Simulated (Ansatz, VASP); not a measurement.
One calculation of TiC, two programs

```
Ti C
1.0
     0.00000    2.16590    2.16590
     2.16590    0.00000    2.16590
     2.16590    2.16590    0.00000
Ti C
1 1
Direct
  0.00000 0.00000 0.00000
  0.50000 0.50000 0.50000
```

Alike in both runs: task single point; functional PBE; k mesh 6 × 6 × 6; occupations gaussian, width 0.05 eV; no spin polarisation.

|  | VASP | Ansatz |
| --- | --- | --- |
| version | VASP 6.6.1 | Ansatz 0.2.0 |
| potentials or method | VASP PAW PBE potentials, release 64 (Ti_sv, C), cutoff 600 eV | scalar-relativistic, plane waves, PAW |
| valence electrons in the cell | 16 | 16 |

|  | VASP | Ansatz | Ansatz less VASP |
| --- | --- | --- | --- |
| gap on the k mesh at the Fermi level (eV) | none | none | - |
| pressure (GPa) | 0.3 | 0.2 | -0.08 |

A gap of «none» marks a metal or a gap that the smearing closes. With one functional, cell and mesh, what is left measures potentials, basis and numerics.

The k mesh is coarse, so the values compare programs but aren't converged.
